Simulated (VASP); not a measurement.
# ZrC: single point with PBE

Crystal: ZrC.

```
Zr C
1.0
     0.00000    2.36500    2.36500
     2.36500    0.00000    2.36500
     2.36500    2.36500    0.00000
Zr C
1 1
Direct
  0.50000 0.50000 0.50000
  0.00000 0.00000 0.00000
```

```yaml
Program: VASP 6.6.1
Task: single point
Functional: PBE
Potentials_or_basis: VASP PAW PBE potentials, release 64 (Zr_sv, C)
Cutoff: 600 eV
k_mesh: 9 × 9 × 9
Occupations: gaussian, width 0.05 eV
Spin: no spin polarisation
Dipole_correction: no
Further_INCAR_settings: ALGO = Normal; EDIFF = 1e-06; NBANDS = 15
```

```
Pressure               : -2.8 GPa
Band gap on the k mesh : zero (bands 8 and 9 overlap by 1.27 eV)
```

Levels at points of the mesh, in eV from the Fermi level:
```csv
k point,band 6,band 7,band 8,band 9,band 10,band 11
"(0.00, 0.00, 0.00)",0.93,0.93,0.93,1.09,1.09,1.09
```

It took 37 s on 1 thread of Intel Xeon 8259CL (shared host), peak memory 0.16 GiB.
